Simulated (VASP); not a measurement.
# AlN (Cm) in VASP: notebook, part 2 of 2

VASP 6.6.1.

### 3 Single point, PBE (atom 1 (Al) moved by -0.126 Å along [1 1 0] and +0.000 Å along [0 0 1])

INCAR

```
SYSTEM = AlN
PREC     = Accurate       ! precision mode
ENCUT    = 520            ! plane-wave cutoff, eV
EDIFF    = 1E-6           ! SCF threshold, eV
ISMEAR   = 0              ! smearing method
SIGMA    = 0.05           ! smearing width, eV
LREAL    = .FALSE.        ! projectors in reciprocal space
LASPH    = .TRUE.         ! aspherical terms in the spheres
NELM     = 60             ! most SCF steps
ALGO     = Normal         ! electronic algorithm
ISIF     = 2              ! what is computed and relaxed
LWAVE    = .FALSE.        ! write WAVECAR
LCHARG   = .FALSE.        ! write CHGCAR
GGA      = PE             ! functional
NBANDS   = 26             ! bands
```

KPOINTS

```
regular mesh
0
G
  6 6 6
  0 0 0
```

POSCAR

```
AlN
1.0
    4.4025164325      0.0000000000      0.0000000000
    0.0000000000     -4.4025164325      0.0000000000
    0.0000000000      0.0000000000     -4.4025164325
Al N
4 4
Direct
   -0.0202373928      0.0000000000     -0.0202373928
    0.5000000000      0.5000000000      0.0000000000
    0.5000000000      0.0000000000      0.5000000000
    0.0000000000      0.5000000000      0.5000000000
    0.7500000000      0.7500000000      0.7500000000
    0.2500000000      0.2500000000      0.7500000000
    0.2500000000      0.7500000000      0.2500000000
    0.7500000000      0.2500000000      0.2500000000
```

Potentials or basis: VASP PAW PBE potentials, release 64 (Al, N).

The run is started by

```sh
> cat potpaw_PBE.64/Al/POTCAR potpaw_PBE.64/N/POTCAR > POTCAR
> mpirun -np 1 vasp_std > vasp.out
```

OUTCAR:

```text
SYSTEM = AlN
   PREC = Accurate
   ENCUT = 520
   EDIFF = 1E-6
   ISMEAR = 0
   LREAL = .FALSE.
   LASPH = .TRUE.
   NELM = 60
   ISIF = 2
   GGA = PE

 ion  position               nearest neighbor table
   1  0.980  0.000  0.980-   5 1.80   6 1.91   8 1.91   7 2.01   3 2.99   4 3.05   4 3.05   2 3.05
                             2 3.05   3 3.12   3 3.12   2 3.18   4 3.18   2 3.18   4 3.18   3 3.24
   2  0.500  0.500  0.000-   5 1.91   6 1.91   7 1.91   8 1.91   1 3.05   1 3.05   4 3.11   3 3.11
                             4 3.11   3 3.11   3 3.11   3 3.11   4 3.11   4 3.11   1 3.18   1 3.18
   3  0.500  0.000  0.500-   5 1.91   6 1.91   7 1.91   8 1.91   1 2.99   2 3.11   4 3.11   2 3.11
                             2 3.11   4 3.11   2 3.11   4 3.11   4 3.11   1 3.12   1 3.12   1 3.24
   4  0.000  0.500  0.500-   5 1.91   6 1.91   7 1.91   8 1.91   1 3.05   1 3.05   3 3.11   2 3.11
                             2 3.11   3 3.11   2 3.11   3 3.11   2 3.11   3 3.11   1 3.18   1 3.18
   5  0.750  0.750  0.750-   1 1.80   2 1.91   3 1.91   4 1.91
   6  0.250  0.250  0.750-   2 1.91   3 1.91   4 1.91   1 1.91
   7  0.250  0.750  0.250-   2 1.91   3 1.91   4 1.91   1 2.01
   8  0.750  0.250  0.250-   2 1.91   3 1.91   4 1.91   1 1.91

  LATTYP: Found a simple cubic cell.
 ALAT       =     4.4025164325

  Lattice vectors:

 A1 = (   4.4025164325,   0.0000000000,   0.0000000000)
 A2 = (   0.0000000000,  -4.4025164325,   0.0000000000)
 A3 = (   0.0000000000,   0.0000000000,  -4.4025164325)

Analysis of symmetry for initial positions (statically):
=====================================================================
 Subroutine PRICEL returns:
 Original cell was already a primitive cell.

 Routine SETGRP: Setting up the symmetry group for a
 simple cubic supercell.

 Subroutine GETGRP returns: Found  2 space group operations
 (whereof  2 operations were pure point group operations)
 out of a pool of 48 trial point group operations.

The static configuration has the point symmetry C_1h.

Analysis of symmetry for dynamics (positions and initial velocities):
=====================================================================
 Subroutine PRICEL returns:
 Original cell was already a primitive cell.

 Routine SETGRP: Setting up the symmetry group for a
 simple cubic supercell.

 Subroutine GETGRP returns: Found  2 space group operations
 (whereof  2 operations were pure point group operations)
 out of a pool of 48 trial point group operations.

The dynamic configuration has the point symmetry C_1h.

 Subroutine INISYM returns: Found  2 space group operations
 (whereof  2 operations are pure point group operations),
 and found     1 'primitive' translations

----------------------------------------------------------------------------------------

                                     Primitive cell

  volume of cell :      85.3302

  direct lattice vectors                    reciprocal lattice vectors
     4.402516432  0.000000000  0.000000000     0.227142821  0.000000000  0.000000000
     0.000000000 -4.402516432  0.000000000     0.000000000 -0.227142821  0.000000000
     0.000000000  0.000000000 -4.402516432     0.000000000  0.000000000 -0.227142821

  length of vectors
     4.402516432  4.402516432  4.402516432     0.227142821  0.227142821  0.227142821

  position of ions in fractional coordinates (direct lattice)
     0.979762607  0.000000000  0.979762607
     0.500000000  0.500000000  0.000000000
     0.500000000  0.000000000  0.500000000
     0.000000000  0.500000000  0.500000000
     0.750000000  0.750000000  0.750000000
     0.250000000  0.250000000  0.750000000
     0.250000000  0.750000000  0.250000000
[... 69 lines left out ...]
   dimension x,y,z NGX =    36 NGY =   36 NGZ =   36
   dimension x,y,z NGXF=    72 NGYF=   72 NGZF=   72
   ions per type =               4   4
   NGX,Y,Z   is equivalent  to a cutoff of  13.59, 13.59, 13.59 a.u.
   NGXF,Y,Z  is equivalent  to a cutoff of  27.19, 27.19, 27.19 a.u.
 SYSTEM =  AlN
   PREC   = accura    normal or accurate (medium, high low for compatibility)
   ISTART =      0    job   : 0-new  1-cont  2-samecut
   ICHARG =      2    charge: 1-file 2-atom 10-const
   ISPIN  =      1    spin polarized calculation?
   LNONCOLLINEAR =      F non collinear calculations
   LSORBIT =      F    spin-orbit coupling
   LASPH  =      T    aspherical Exc in radial PAW
   ENCUT  =  520.0 eV  38.22 Ry    6.18 a.u.   8.19  8.19  8.19*2*pi/ulx,y,z
   NELM   =     60;   NELMIN=  2; NELMDL= -5     # of ELM steps
   EDIFF  = 0.1E-05   stopping-criterion for ELM
   LREAL  =      F    real-space projection
   EDIFFG = 0.1E-04   stopping-criterion for IOM
   NSW    =      0    number of steps for IOM
   IBRION =     -1    ionic relax: 0-MD 1-quasi-New 2-CG
   NFREE  =      0    steps in history (QN), initial steepest desc. (CG)
   ISIF   =      2    stress and relaxation
   ISYM   =      2    0-nonsym 1-usesym 2-fastsym
   POTIM  = 0.5000    time-step for ionic-motion
   TEBEG  =    0.0;   TEEND  =   0.0 temperature during run
   PSTRESS=    0.0 pullay stress
   NELECT =      32.0000    total number of electrons
   NUPDOWN=      -1.0000    fix difference up-down
   EMIN   =  10.00;   EMAX   =-10.00  energy-range for DOS
   EFERMI =   0.00;   METHOD = LEGACY
   ISMEAR =     0;   SIGMA  =   0.05  broadening in eV -4-tet -1-fermi 0-gaus
   EFERMI_NEDOS =   21; number of points for ismear=-14 and -15
   IALGO  =     38    algorithm
   IMIX   =      4    mixing-type and parameters
     AMIX     =   0.40;   BMIX     =  1.00
     AMIX_MAG =   1.60;   BMIX_MAG =  1.00
  volume/ion in A,a.u.               =      10.67        71.98
  Fermi-wavevector in a.u.,A,eV,Ry     =   1.180567  2.230947 18.962951  1.393738
  Thomas-Fermi vector in A             =   2.316857
   LORBIT       =      0    0 simple, 1 ext, 2 COOP (PROOUT), +10 PAW based schemes
   GGA     = PE    functional components
   LHFCALC =     F    Hartree Fock is set to
   AEXX    =    0.0000 exact exchange contribution
   IVDW    =     0    specifies the selected vdW correction
   LEPSILON=     F    determine dielectric tensor
   LRPA    =     F    only Hartree local field effects (RPA)
 non-spin polarized calculation
 Gauss-broadening in eV      SIGMA  =   0.05
  energy-cutoff  :      520.00
  volume of cell :       85.33
 maximum number of plane-waves:      2325
 NGX is ok and might be reduce to    36
   NGX = 17   NGY = 17   NGZ = 17

 number of electron      31.9999997 magnetization

 Free energy of the ion-electron system (eV)
  ---------------------------------------------------
  ext. energy  EPLUGINS =         0.00000000
  ---------------------------------------------------
  free energy    TOTEN  =       -59.23071934 eV

  energy without entropy =      -59.23071934  energy(sigma->0) =      -59.23071934

 E-fermi :   6.1068     XC(G=0): -10.8308

 val. band max:        5.8640845020   @ k =   0.0000   0.0000   0.0000
 cond. band min:       8.6967710984   @ k =   0.0000   0.0000   0.0000
 fundamental gap:      2.8326865963
 Fermi energy:         6.1067674074

 k-point     1 :       0.0000    0.0000    0.0000
  band No.  band energies     occupation
      1      -9.1230      2.00000
      2      -6.7318      2.00000
      3      -6.5015      2.00000
      4      -6.2812      2.00000
      5       0.8926      2.00000
      6       0.8929      2.00000
[... 685 lines left out ...]
     25      16.3249      0.00000
     26      16.3934      0.00000

 [... further k-points ...]

------------------------ aborting loop because EDIFF is reached ----------------------------------------

  FORCE on cell =-STRESS in cart. coord.  units (eV):
  Direction    XX          YY          ZZ          XY          YZ          ZX
  --------------------------------------------------------------------------------------
  -------------------------------------------------------------------------------------
  Total        0.0875603      0.3518540      0.0875603     -0.7566764      0.7566764     -0.3209123
  in kB        1.6440502      6.6064793      1.6440502    -14.2075054     14.2075055     -6.0255128
  external PRESSURE =       3.2981932 kB  Pullay stress =       0.0000000 kB

 VOLUME and BASIS-vectors are now :
 -----------------------------------------------------------------------------
  energy-cutoff  :      520.00
  volume of cell :       85.33
      direct lattice vectors                 reciprocal lattice vectors
     4.402516432  0.000000000  0.000000000     0.227142821  0.000000000  0.000000000
     0.000000000 -4.402516432  0.000000000     0.000000000 -0.227142821  0.000000000
     0.000000000  0.000000000 -4.402516432     0.000000000  0.000000000 -0.227142821

 POSITION                                       TOTAL-FORCE (eV/Angst)
 -----------------------------------------------------------------------------------
      4.31342      0.00000     -4.31342         1.803898     -0.418719     -1.803898
      2.20126     -2.20126      0.00000        -0.419636     -0.010083     -0.297045
      2.20126      0.00000     -2.20126        -0.424461      0.010643      0.424461
      0.00000     -2.20126     -2.20126         0.297045     -0.010083      0.419636
      3.30189     -3.30189     -3.30189        -0.672010      0.597391      0.672010
      1.10063     -1.10063     -3.30189        -0.138208      0.022104      0.102294
      1.10063     -3.30189     -1.10063        -0.344335     -0.213357      0.344335
      3.30189     -1.10063     -1.10063        -0.102294      0.022104      0.138208
 -----------------------------------------------------------------------------------
    total drift:                                0.000097     -0.000181     -0.000097

  FREE ENERGIE OF THE ION-ELECTRON SYSTEM (eV)
  ---------------------------------------------------
  free  energy   TOTEN  =       -59.2307193421 eV

  energy  without entropy=      -59.2307193421  energy(sigma->0) =      -59.23071934
```

It took 73 s on 1 thread of AMD EPYC 9R45 (Zen 5), shared host; peak memory 0.24 GiB.

Results:

```yaml
Free_energy: -59.2307 eV
Pressure: 0.3 GPa
Largest_force: 2.585 eV/Å
Band_gap_on_the_k_mesh: 2.83 eV
```

Forces in eV/Å, atoms in the order of the input:
```
Al   1.804 -0.419 -1.804
Al  -0.420 -0.010 -0.297
Al  -0.424  0.011  0.424
Al   0.297 -0.010  0.420
N   -0.672  0.597  0.672
N   -0.138  0.022  0.102
N   -0.344 -0.213  0.344
N   -0.102  0.022  0.138
```

Caveat: the cell differs from its parent crystal (atom 1 (Al) moved by -0.126 Å along [1 1 0] and +0.000 Å along [0 0 1]); forces of over 1 eV/Å act on the atoms, so gaps and moduli don't describe the material at rest.
